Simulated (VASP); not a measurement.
# SnTe (Fm-3m) in VASP: a series of runs

Aim: see how the results for SnTe move with the level of theory and the settings. Levels: PBE, PBEsol+D4, SVWN5. Tasks: single point.

Everything below comes from runs of VASP 6.6.1. Logs are shortened: lines on timing, memory, paths and dates and some standing lists are left out, and cuts for length are marked.

## Step 1: The cell of the first run

It takes space group Fm-3m (No. 225, cubic). The conventional cell has a = 6.302 Å, b = 6.302 Å, c = 6.302 Å, α = 90.00°, β = 90.00°, γ = 90.00°. Within 4.1 Å of Te (site symmetry m-3m) lie 6 Sn at 3.15 Å. Within 4.1 Å of Sn (site symmetry m-3m) lie 6 Te at 3.15 Å.

## Step 2: Single point, PBE

File INCAR:

```
SYSTEM = SnTe
ALGO = Normal
EDIFF = 1E-6
ENCUT = 500
GGA = PE
GGA_COMPAT = .False.
ISIF = 2
ISMEAR = -1
LASPH = .True.
LCHARG = .False.
LREAL = .False.
LWAVE = .False.
NBANDS = 17
NELM = 120
PREC = Accurate
SIGMA = 0.04
```

File KPOINTS:

```
k-points
0
Gamma
  4 4 4
  0 0 0
```

File POSCAR:

```
SnTe
1.0
    0.0000000000      3.1508500000      3.1508500000
    3.1508500000      0.0000000000      3.1508500000
    3.1508500000      3.1508500000      0.0000000000
Te Sn
1 1
Direct
    0.5000000000      0.5000000000      0.5000000000
    0.0000000000      0.0000000000      0.0000000000
```

Potentials or basis: VASP PAW PBE potentials, release 64 (Te, Sn_d).

Launch:

```console
> cat potpaw_PBE.64/Te/POTCAR potpaw_PBE.64/Sn_d/POTCAR > POTCAR
> mpirun -np 1 vasp_std > vasp.out
```

OUTCAR:

```text
SYSTEM = SnTe
   EDIFF = 1E-6
   ENCUT = 500
   GGA = PE
   ISIF = 2
   ISMEAR = -1
   LASPH = .True.
   LREAL = .False.
   NELM = 120
   PREC = Accurate

 ion  position               nearest neighbor table
   1  0.500  0.500  0.500-   2 3.15   2 3.15   2 3.15   2 3.15   2 3.15   2 3.15
   2  0.000  0.000  0.000-   1 3.15   1 3.15   1 3.15   1 3.15   1 3.15   1 3.15

  LATTYP: Found a face centered cubic cell.
 ALAT       =     6.3017000000

  Lattice vectors:

 A1 = (   0.0000000000,   3.1508500000,   3.1508500000)
 A2 = (   3.1508500000,   0.0000000000,   3.1508500000)
 A3 = (   3.1508500000,   3.1508500000,   0.0000000000)

Analysis of symmetry for initial positions (statically):
=====================================================================
 Subroutine PRICEL returns:
 Original cell was already a primitive cell.

 Routine SETGRP: Setting up the symmetry group for a
 face centered cubic supercell.

 Subroutine GETGRP returns: Found 48 space group operations
 (whereof 48 operations were pure point group operations)
 out of a pool of 48 trial point group operations.

The static configuration has the point symmetry O_h .

Analysis of symmetry for dynamics (positions and initial velocities):
=====================================================================
 Subroutine PRICEL returns:
 Original cell was already a primitive cell.

 Routine SETGRP: Setting up the symmetry group for a
 face centered cubic supercell.

 Subroutine GETGRP returns: Found 48 space group operations
 (whereof 48 operations were pure point group operations)
 out of a pool of 48 trial point group operations.

The dynamic configuration has the point symmetry O_h .

 Subroutine INISYM returns: Found 48 space group operations
 (whereof 48 operations are pure point group operations),
 and found     1 'primitive' translations

----------------------------------------------------------------------------------------

                                     Primitive cell

  volume of cell :      62.5624

  direct lattice vectors                    reciprocal lattice vectors
     0.000000000  3.150850000  3.150850000    -0.158687338  0.158687338  0.158687338
     3.150850000  0.000000000  3.150850000     0.158687338 -0.158687338  0.158687338
     3.150850000  3.150850000  0.000000000     0.158687338  0.158687338 -0.158687338

  length of vectors
     4.455974803  4.455974803  4.455974803     0.274854533  0.274854533  0.274854533

[... 60 lines left out ...]
   LASPH  =      T    aspherical Exc in radial PAW
   ENCUT  =  500.0 eV  36.75 Ry    6.06 a.u.   8.12  8.12  8.12*2*pi/ulx,y,z
   NELM   =    120;   NELMIN=  2; NELMDL= -5     # of ELM steps
   EDIFF  = 0.1E-05   stopping-criterion for ELM
   LREAL  =      F    real-space projection
   EDIFFG = 0.1E-04   stopping-criterion for IOM
   NSW    =      0    number of steps for IOM
   IBRION =     -1    ionic relax: 0-MD 1-quasi-New 2-CG
   NFREE  =      0    steps in history (QN), initial steepest desc. (CG)
   ISIF   =      2    stress and relaxation
   ISYM   =      2    0-nonsym 1-usesym 2-fastsym
   POTIM  = 0.5000    time-step for ionic-motion
   TEBEG  =    0.0;   TEEND  =   0.0 temperature during run
   PSTRESS=    0.0 pullay stress
   NELECT =      20.0000    total number of electrons
   NUPDOWN=      -1.0000    fix difference up-down
   EMIN   =  10.00;   EMAX   =-10.00  energy-range for DOS
   EFERMI =   0.00;   METHOD = LEGACY
   ISMEAR =    -1;   SIGMA  =   0.04  broadening in eV -4-tet -1-fermi 0-gaus
   EFERMI_NEDOS =   21; number of points for ismear=-14 and -15
   IALGO  =     38    algorithm
   IMIX   =      4    mixing-type and parameters
     AMIX     =   0.40;   BMIX     =  1.00
     AMIX_MAG =   1.60;   BMIX_MAG =  1.00
  volume/ion in A,a.u.               =      31.28       211.10
  Fermi-wavevector in a.u.,A,eV,Ry     =   1.119387  2.115336 17.048485  1.253028
  Thomas-Fermi vector in A             =   2.256026
   LORBIT       =      0    0 simple, 1 ext, 2 COOP (PROOUT), +10 PAW based schemes
   GGA     = PE    functional components
   LHFCALC =     F    Hartree Fock is set to
   AEXX    =    0.0000 exact exchange contribution
   IVDW    =     0    specifies the selected vdW correction
   LEPSILON=     F    determine dielectric tensor
   LRPA    =     F    only Hartree local field effects (RPA)
 non-spin polarized calculation
  energy-cutoff  :      500.00
  volume of cell :       62.56
 maximum number of plane-waves:      1639
   NGX = 17   NGY = 17   NGZ = 17

 number of electron      20.0000011 magnetization

 Free energy of the ion-electron system (eV)
  ---------------------------------------------------
  ext. energy  EPLUGINS =         0.00000000
  ---------------------------------------------------
  free energy    TOTEN  =        -7.54499301 eV

  energy without entropy =       -7.53953597  energy(sigma->0) =       -7.54226449

 E-fermi :   6.9945     XC(G=0):  -9.5139

 val. band max:        6.9467723561   @ k =   0.5000   0.0000   0.0000
 cond. band min:       7.0423279491   @ k =   0.5000   0.0000   0.0000
 fundamental gap:      0.0955555930
 Fermi energy:         6.9944622956

 k-point     1 :       0.0000    0.0000    0.0000
  band No.  band energies     occupation
      1     -14.9934      2.00000
      2     -14.9934      2.00000
      3     -14.9861      2.00000
      4     -14.9861      2.00000
      5     -14.9861      2.00000
      6      -5.8729      2.00000
[... 137 lines left out ...]
      4     -14.9827      2.00000
      5     -14.9753      2.00000
      6      -4.2054      2.00000
[... 9 lines left out ...]
     16      17.3127      0.00000
     17      17.8484      0.00000

------------------------ aborting loop because EDIFF is reached ----------------------------------------

  FORCE on cell =-STRESS in cart. coord.  units (eV):
  Direction    XX          YY          ZZ          XY          YZ          ZX
  --------------------------------------------------------------------------------------
  -------------------------------------------------------------------------------------
  Total        0.6750826      0.6750826      0.6750826      0.0000000      0.0000000      0.0000000
  in kB       17.2883798     17.2883798     17.2883798      0.0000000      0.0000000      0.0000000
  external PRESSURE =      17.2883798 kB  Pullay stress =       0.0000000 kB

 VOLUME and BASIS-vectors are now :
 -----------------------------------------------------------------------------
  energy-cutoff  :      500.00
  volume of cell :       62.56
      direct lattice vectors                 reciprocal lattice vectors
     0.000000000  3.150850000  3.150850000    -0.158687338  0.158687338  0.158687338
     3.150850000  0.000000000  3.150850000     0.158687338 -0.158687338  0.158687338
     3.150850000  3.150850000  0.000000000     0.158687338  0.158687338 -0.158687338

 POSITION                                       TOTAL-FORCE (eV/Angst)
 -----------------------------------------------------------------------------------
      3.15085      3.15085      3.15085        -0.000000      0.000000      0.000000
      0.00000      0.00000      0.00000         0.000000     -0.000000     -0.000000
 -----------------------------------------------------------------------------------
    total drift:                                0.000000     -0.000000     -0.000000

  FREE ENERGIE OF THE ION-ELECTRON SYSTEM (eV)
  ---------------------------------------------------
  free  energy   TOTEN  =        -7.5449930071 eV

  energy  without entropy=       -7.5395359715  energy(sigma->0) =       -7.54226449
```

OSZICAR:

```text
N       E                     dE             d eps       ncg     rms          rms(c)
DAV:   1     0.126599670210E+03    0.12660E+03   -0.90915E+03   272   0.127E+03
DAV:   2     0.353869533513E+01   -0.12306E+03   -0.12029E+03   304   0.322E+02
DAV:   3    -0.723968382675E+01   -0.10778E+02   -0.10725E+02   326   0.859E+01
DAV:   4    -0.758070171381E+01   -0.34102E+00   -0.34081E+00   323   0.169E+01
DAV:   5    -0.759409297040E+01   -0.13391E-01   -0.13391E-01   382   0.309E+00    0.576E+00
DAV:   6    -0.754471304406E+01    0.49380E-01   -0.11556E-01   387   0.237E+00    0.376E+00
DAV:   7    -0.754557969804E+01   -0.86665E-03   -0.53268E-02   350   0.126E+00    0.716E-01
DAV:   8    -0.754486340030E+01    0.71630E-03   -0.83309E-03   356   0.724E-01    0.205E-01
DAV:   9    -0.754501855082E+01   -0.15515E-03   -0.55895E-04   367   0.215E-01    0.898E-02
DAV:  10    -0.754499302948E+01    0.25521E-04   -0.91177E-05   387   0.901E-02    0.374E-02
DAV:  11    -0.754499290964E+01    0.11984E-06   -0.19056E-05   350   0.378E-02    0.498E-03
DAV:  12    -0.754499300710E+01   -0.97460E-07   -0.10829E-06   267   0.115E-02
   1 F= -.75449930E+01 E0= -.75422645E+01  d E =-.545704E-02
```

stdout:

```text
POSCAR found type information on POSCAR TeSn
 POSCAR found :  2 types and       2 ions
 scaLAPACK will be used
 LDA part: xc-table for (Slater+PW92), standard interpolation
 POSCAR, INCAR and KPOINTS ok, starting setup
 FFT: planning ... GRIDC
 FFT: planning ... GRID_SOFT
 FFT: planning ... GRID
 WAVECAR not read
 entering main loop
```

Wall time 16 s (1 thread of Intel Xeon 8259CL, shared host); peak memory 0.17 GiB.

What came out:

```yaml
Free_energy: -7.5450 eV
Pressure: 1.7 GPa
Band_gap_on_the_k_mesh: 0.10 eV, direct
```

Levels at points of the mesh, in eV from the valence-band top:
| k point | band 7 | band 8 | band 9 | band 10 | band 11 | band 12 | band 13 | band 14 |
| --- | --- | --- | --- | --- | --- | --- | --- | --- |
| (0.00, 0.00, 0.00) | -4.69 | -2.16 | -2.16 | -2.16 | 3.34 | 3.34 | 3.34 | 4.75 |
| (0.50, 0.00, 0.00) | -8.35 | -1.82 | -1.82 | 0.00 | 0.10 | 0.36 | 0.36 | 7.76 |
| (0.50, 0.50, 0.00) | -6.48 | -5.59 | -3.75 | -3.75 | 2.16 | 4.92 | 4.92 | 6.37 |

Caveat: the k points lie up to 0.43 Å⁻¹ apart; spin-orbit coupling is left out, which moves the levels of the heavy elements.

## Step 3: Single point, PBEsol+D4

This run uses another cell than the first one, of 32.53 Å³/atom, 1.040 times its volume.

File INCAR:

```
SYSTEM = SnTe
  ALGO = Normal
  EDIFF = 1E-6
  ENCUT = 520
  GGA = PS
  ISIF = 2
  ISMEAR = -1
  IVDW = 13
  LASPH = .TRUE.
  LCHARG = .FALSE.
  LREAL = .FALSE.
  LWAVE = .FALSE.
  NBANDS = 17
  NELM = 100
  PREC = Accurate
  SIGMA = 0.05
```

File KPOINTS:

```
k-points
0
G
  7 7 7
  0 0 0
```

File POSCAR:

```
SnTe
1.0
    0.0000000000      3.1923133075      3.1923133075
    3.1923133075      0.0000000000      3.1923133075
    3.1923133075      3.1923133075      0.0000000000
Te Sn
1 1
Direct
    0.5000000000      0.5000000000      0.5000000000
    0.0000000000      0.0000000000      0.0000000000
```

Potentials or basis: VASP PAW PBE potentials, release 64 (Te, Sn_d).

Launch:

```console
> cat potpaw_PBE.64/Te/POTCAR potpaw_PBE.64/Sn_d/POTCAR > POTCAR
> mpirun -np 1 vasp_std > vasp.out
```

Wall time 38 s (1 thread of Intel Xeon Platinum 8375C at 2.90GHz (Ice Lake), shared host); peak memory 0.2 GiB.

Results (log left out):

- Free energy: -8.8138 eV
- Pressure: -3.1 GPa
- Dispersion energy per atom: -0.244 eV

Levels at points of the mesh, in eV from the Fermi level:
```tsv
k point	band 6	band 7	band 8	band 9	band 10	band 11	band 12	band 13	band 14	band 15
(0.00, 0.00, 0.00)	-12.55	-4.88	-2.04	-2.04	-2.04	3.23	3.23	3.23	4.77	4.77
```

Caveat: this odd mesh misses L, where the gap lies, so gap, dielectric constants and Born charges aren't listed; the PAW data sets were made with another functional, which shifts forces and pressure a little; spin-orbit coupling is left out, which moves the levels of the heavy elements.

## Step 4: Single point, PBEsol+D4

This run uses another cell than the first one, of 33.16 Å³/atom, 1.060 times its volume.

File INCAR:

```
  PREC = Accurate
  ENCUT = 520
  EDIFF = 1E-6
  ISMEAR = -1
  SIGMA = 0.05
  LREAL = False
  LASPH = True
  NELM = 100
  ALGO = Normal
  ISIF = 2
  LWAVE = False
  LCHARG = False
  GGA = PS
  IVDW = 13
  NBANDS = 17
```

File KPOINTS:

```
Automatic mesh
0
Gamma
  7 7 7
```

File POSCAR:

```
SnTe
1.0
    0.0000000000      3.2126470615      3.2126470615
    3.2126470615      0.0000000000      3.2126470615
    3.2126470615      3.2126470615      0.0000000000
Te Sn
1 1
Direct
    0.5000000000      0.5000000000      0.5000000000
    0.0000000000      0.0000000000      0.0000000000
```

Launch:

```console
> cat potpaw_PBE.64/Te/POTCAR potpaw_PBE.64/Sn_d/POTCAR > POTCAR
> mpirun -np 1 vasp_std > vasp.out
```

It took 35 s on 1 thread of Intel Xeon Platinum 8375C at 2.90GHz (Ice Lake), shared host; peak memory 0.2 GiB.

The run converged. Its results:

```yaml
Free_energy: -8.7874 eV
Pressure: -3.7 GPa
Dispersion_energy_per_atom: -0.240 eV
```

Levels at points of the mesh, in eV from the Fermi level:
| k point | band 7 | band 8 | band 9 | band 10 | band 11 | band 12 | band 13 | band 14 |
| --- | --- | --- | --- | --- | --- | --- | --- | --- |
| (0.00, 0.00, 0.00) | -4.93 | -1.98 | -1.98 | -1.98 | 3.21 | 3.21 | 3.21 | 4.82 |

Caveat: this odd mesh misses L, where the gap lies, so gap, dielectric constants and Born charges aren't listed; the PAW data sets were made with another functional, which shifts forces and pressure a little; spin-orbit coupling is left out, which moves the levels of the heavy elements.

## Step 5: Single point, SVWN5

This run uses another cell than the first one, of 32.53 Å³/atom, 1.040 times its volume.

File INCAR:

```
SYSTEM = SnTe
ALGO = Normal
EDIFF = 1E-6
ENCUT = 520
GGA = VW
ISIF = 2
ISMEAR = -1
LASPH = .True.
LCHARG = .True.
LELF = .True.
LREAL = .False.
LVHAR = .True.
LWAVE = .False.
NBANDS = 17
NELM = 80
PREC = Accurate
SIGMA = 0.05
```

File KPOINTS:

```
k-points
0
Gamma
  7 7 7
  0 0 0
```

File POSCAR:

```
SnTe
1.0
    0.0000000000      3.1923133075      3.1923133075
    3.1923133075      0.0000000000      3.1923133075
    3.1923133075      3.1923133075      0.0000000000
Te Sn
1 1
Direct
    0.5000000000      0.5000000000      0.5000000000
    0.0000000000      0.0000000000      0.0000000000
```

Launch:

```console
> cat potpaw_PBE.64/Te/POTCAR potpaw_PBE.64/Sn_d/POTCAR > POTCAR
> mpirun -np 1 vasp_std > vasp.out
```

Run time: 36 s. Hardware: 1 thread of Intel Xeon Platinum 8375C at 2.90GHz (Ice Lake), shared host; peak memory 0.18 GiB.

It converged, with:

```
Free energy : -8.7847 eV
Pressure    : -3.1 GPa
```

Levels at points of the mesh, in eV from the Fermi level:
| k point | band 8 | band 9 | band 10 | band 11 | band 12 | band 13 |
| --- | --- | --- | --- | --- | --- | --- |
| (0.00, 0.00, 0.00) | -2.00 | -2.00 | -2.00 | 3.21 | 3.21 | 3.21 |

Caveat: this odd mesh misses L, where the gap lies, so gap, dielectric constants and Born charges aren't listed; the PAW data sets were made with another functional, which shifts forces and pressure a little; spin-orbit coupling is left out, which moves the levels of the heavy elements.

[end of part 1 of 2]
